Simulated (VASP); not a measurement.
# SnO in VASP: notebook, part 2 of 2

VASP 6.6.1.

## (4) Single point, PBE+D3(BJ)

The input, INCAR:

```
  PREC = Accurate
  ENCUT = 520
  EDIFF = 1E-7
  ISMEAR = 0
  SIGMA = 0.05
  LREAL = F
  LASPH = T
  NELM = 100
  ALGO = Normal
  ISIF = 2
  LWAVE = F
  LCHARG = F
  LDIPOL = T
  IDIPOL = 3
  DIPOL = 0.5 0.5 0.500
  GGA = PE
  IVDW = 12
  NBANDS = 28
```

The input, KPOINTS:

```
regular mesh
0
Gamma
  9 9 1
```

The input, POSCAR:

```
SnO
1.0
    3.8229331869      0.0006220849      0.0000000000
   -0.0006124869      3.8229331884      0.0000000000
    0.0000000000      0.0000000000     22.3277038194
Sn O
2 2
Direct
    0.7628183966      0.2371816034      0.4471140696
    0.2628184015      0.7371815985      0.5528858642
    0.2625786055      0.2374214035      0.5000000331
    0.7625785965      0.7374213945      0.5000000331
```

Potentials or basis: VASP PAW PBE potentials, release 64 (Sn_d, O).

Run with:

```console
$ cat potpaw_PBE.64/Sn_d/POTCAR potpaw_PBE.64/O/POTCAR > POTCAR
$ mpirun -np 1 vasp_std > vasp.out
```

OUTCAR:

```text
PREC = Accurate
   ENCUT = 520
   EDIFF = 1E-7
   ISMEAR = 0
   LREAL = F
   LASPH = T
   NELM = 100
   ISIF = 2
   GGA = PE
   IVDW = 12
 IVDW          = 12

 ion  position               nearest neighbor table
   1  0.763  0.237  0.447-   4 2.25   3 2.25   4 2.25   3 2.25   2 3.59   2 3.59   2 3.59   2 3.59

   2  0.263  0.737  0.553-   3 2.25   4 2.25   3 2.25   4 2.25   1 3.59   1 3.59   1 3.59   1 3.59

   3  0.263  0.237  0.500-   2 2.25   1 2.25   2 2.25   1 2.25
   4  0.763  0.737  0.500-   2 2.25   1 2.25   2 2.25   1 2.25

  LATTYP: Found a simple tetragonal cell.
 ALAT       =     3.8229332375
 C/A-ratio  =     5.8404639663

  Lattice vectors:

 A1 = (   3.8229331869,   0.0006220849,   0.0000000000)
 A2 = (  -0.0006124869,   3.8229331884,   0.0000000000)
 A3 = (   0.0000000000,   0.0000000000,  22.3277038194)

Analysis of symmetry for initial positions (statically):
=====================================================================
 Subroutine PRICEL returns:
 Original cell was already a primitive cell.

 Routine SETGRP: Setting up the symmetry group for a
 simple tetragonal supercell.

 Subroutine GETGRP returns: Found  4 space group operations
 (whereof  2 operations were pure point group operations)
 out of a pool of 16 trial point group operations.

The static configuration has the point symmetry C_1h.
 The point group associated with its full space group is C_2v.

Analysis of symmetry for dynamics (positions and initial velocities):
=====================================================================
 Subroutine PRICEL returns:
 Original cell was already a primitive cell.

 Routine SETGRP: Setting up the symmetry group for a
 simple tetragonal supercell.

 Subroutine GETGRP returns: Found  4 space group operations
 (whereof  2 operations were pure point group operations)
 out of a pool of 16 trial point group operations.

The dynamic configuration has the point symmetry C_1h.
 The point group associated with its full space group is C_2v.

 Subroutine INISYM returns: Found  4 space group operations
 (whereof  2 operations are pure point group operations),
[... 125 lines left out ...]
   LHFCALC =     F    Hartree Fock is set to
   AEXX    =    0.0000 exact exchange contribution
   IVDW    =    12    specifies the selected vdW correction
   LEPSILON=     F    determine dielectric tensor
   LRPA    =     F    only Hartree local field effects (RPA)
 non-spin polarized calculation
 Gauss-broadening in eV      SIGMA  =   0.05
  energy-cutoff  :      520.00
  volume of cell :      326.32
 maximum number of plane-waves:      8812
   NGX = 15   NGY = 15   NGZ = 83

 number of electron      39.9999998 magnetization

 dipolmoment           0.000000      0.000000      0.000002 electrons x Angstroem

 Free energy of the ion-electron system (eV)
  ---------------------------------------------------
  ext. energy  EPLUGINS =         0.00000000
  ---------------------------------------------------
  free energy    TOTEN  =       -22.57893619 eV

  energy without entropy =      -22.57893619  energy(sigma->0) =      -22.57893619

 E-fermi :  -2.6747     XC(G=0):  -2.8442

 val. band max:       -2.9447278319   @ k =  -0.1111   0.2222   0.0000
 cond. band min:       0.1321365769   @ k =  -0.4444   0.4444   0.0000
 fundamental gap:      3.0768644087
 Fermi energy:        -2.6746841354

 k-point     1 :       0.0000    0.0000    0.0000
  band No.  band energies     occupation
      1     -23.5284      2.00000
      2     -23.1687      2.00000
      3     -23.1313      2.00000
      4     -23.1313      2.00000
      5     -23.1161      2.00000
      6     -23.0864      2.00000
[... 733 lines left out ...]
     27       4.4299      0.00000
     28       4.4730      0.00000

 [... further k-points ...]

------------------------ aborting loop because EDIFF is reached ----------------------------------------

 vacuum level on the upper side and lower side of the slab       (xc-potential included)        -0.010        -0.010

 Edisp (eV)   -0.54817

 E8    (eV) :    -0.2478

  FORCE on cell =-STRESS in cart. coord.  units (eV):
  Direction    XX          YY          ZZ          XY          YZ          ZX
  --------------------------------------------------------------------------------------
  -------------------------------------------------------------------------------------
  Total       0.05489     0.05489     0.15149     0.00038     0.00000     0.00000
  in kB       0.26950     0.26950     0.74379     0.00185     0.00000     0.00000
  external pressure =        0.43 kB  Pullay stress =        0.00 kB

 VOLUME and BASIS-vectors are now :
 -----------------------------------------------------------------------------
  energy-cutoff  :      520.00
  volume of cell :      326.32
      direct lattice vectors                 reciprocal lattice vectors
     3.822933187  0.000622085  0.000000000     0.261579244  0.000041909  0.000000000
    -0.000612487  3.822933188  0.000000000    -0.000042565  0.261579244  0.000000000
     0.000000000  0.000000000 22.327703819     0.000000000  0.000000000  0.044787409

 POSITION                                       TOTAL-FORCE (eV/Angst)
 -----------------------------------------------------------------------------------
      2.91606      0.90720      9.98303        -0.003336      0.003335     -0.094356
      1.00429      2.81836     12.34467        -0.003336      0.003335      0.094356
      1.00368      0.90781     11.16385         0.003336     -0.003335     -0.000000
      2.91484      2.81959     11.16385         0.003336     -0.003335     -0.000000
 -----------------------------------------------------------------------------------
    total drift:                               -0.000822      0.000821     -0.001145

  FREE ENERGIE OF THE ION-ELECTRON SYSTEM (eV)
  ---------------------------------------------------
  free  energy   TOTEN  =       -23.1271062465 eV

  energy  without entropy=      -23.1271062465  energy(sigma->0) =      -23.12710625

 vacuum level on the upper side and lower side of the slab         2.441         2.441
```

Wall time 6.4 min (1 thread of Intel Xeon Platinum 8259CL at 2.50GHz (Skylake/Cascade Lake), shared host); peak memory 0.45 GiB.

What came out:

```yaml
Free_energy: -23.1271 eV
Largest_force: 0.094 eV/Å
Band_gap_on_the_k_mesh: 3.08 eV (least direct gap 3.13 eV)
Dispersion_energy_per_atom: -0.137 eV
```

Forces on the atoms (eV/Å):
```
Sn  -0.003  0.003 -0.094
Sn  -0.003  0.003  0.094
O    0.003 -0.003  0.000
O    0.003 -0.003  0.000
```

Levels at points of the mesh, in eV from the valence-band top:
```csv
k point,band 18,band 19,band 20,band 21,band 22,band 23
"(0.00, 0.00, 0.00)",-1.68,-1.68,-0.04,3.09,3.14,5.26
```

Caveat: spin-orbit coupling is left out, which moves the levels of the heavy elements.

## (5) Single point, PBE+D3(BJ)

This run uses another cell than the first one.

The input, INCAR:

```
  PREC = Accurate
  ENCUT = 520
  EDIFF = 1E-6
  ISMEAR = 0
  SIGMA = 0.05
  LREAL = F
  LASPH = T
  NELM = 60
  ALGO = Normal
  ISIF = 2
  LWAVE = F
  LCHARG = T
  LDIPOL = T
  IDIPOL = 3
  DIPOL = 0.5 0.5 0.500
  GGA = PE
  IVDW = 12
  LELF = T
  LVHAR = T
  LVACPOTAV = T
  NBANDS = 28
```

KPOINTS is that of step 4.

The input, POSCAR:

```
SnO
1.0
    3.8712032000      0.0000000000      0.0000000000
   -0.0012501600      3.8712030000      0.0000000000
    0.0000000000      0.0000000000     22.3277038194
Sn O
2 2
Direct
    0.7634530000      0.2365470000      0.4478740887
    0.2634530000      0.7365470000      0.5521259113
    0.2619440000      0.2380560000      0.5000000000
    0.7619440000      0.7380560000      0.5000000000
```

Run with:

```console
$ cat potpaw_PBE.64/Sn_d/POTCAR potpaw_PBE.64/O/POTCAR > POTCAR
$ mpirun -np 1 vasp_std > vasp.out
```

Run time: 8.6 min. Hardware: 1 thread of Intel Xeon Platinum 8259CL at 2.50GHz (Skylake/Cascade Lake), shared host; peak memory 0.47 GiB.

Results (log left out):

| Property | Result |
| --- | --- |
| Free energy | -23.1163 eV |
| Largest force | 0.114 eV/Å |
| Band gap on the k mesh | 2.91 eV (least direct gap 2.94 eV) |
| Dispersion energy per atom | -0.134 eV |

Forces on the atoms (eV/Å):
```
Sn  -0.018  0.018 -0.111
Sn  -0.018  0.018  0.111
O    0.018 -0.018  0.000
O    0.018 -0.018  0.000
```

Levels at points of the mesh, in eV from the valence-band top:
| k point | band 16 | band 17 | band 18 | band 19 | band 20 | band 21 | band 22 | band 23 | band 24 | band 25 |
| --- | --- | --- | --- | --- | --- | --- | --- | --- | --- | --- |
| (0.00, 0.00, 0.00) | -3.73 | -2.08 | -1.78 | -1.78 | -0.02 | 2.91 | 2.92 | 5.18 | 5.18 | 5.51 |

Caveat: spin-orbit coupling is left out, which moves the levels of the heavy elements.

## (6) The runs side by side

```csv
task,cell,k mesh,gap on the mesh (eV),largest force (eV/Å)
relaxation of the atoms,"atoms relaxed from a = 3.823, b = 3.823, c = 22.362 Å, 4 atoms, atomic positions A",7 × 7 × 1,3.06,0.01
single point,"a = 3.823, b = 3.823, c = 22.362 Å, 4 atoms, atomic positions A",7 × 7 × 1,3.06,0.09
single point,"a = 3.823, b = 3.823, c = 22.328 Å, 4 atoms, atomic positions A",9 × 9 × 1,3.08,0.09
single point,"a = 3.871, b = 3.871, c = 22.328 Å, 4 atoms, atomic positions B",9 × 9 × 1,2.91,0.11
```

Alike in all rows: level PBE+D3(BJ); potentials or basis VASP PAW PBE potentials, release 64 (Sn_d, O); no spin polarisation; cutoff (eV) 520; smearing gaussian 0.05 eV.

Caveats: spin-orbit coupling is left out, which moves the levels of the heavy elements.

Total energies depend on the potentials used, so only differences within one code and one set of settings carry meaning.
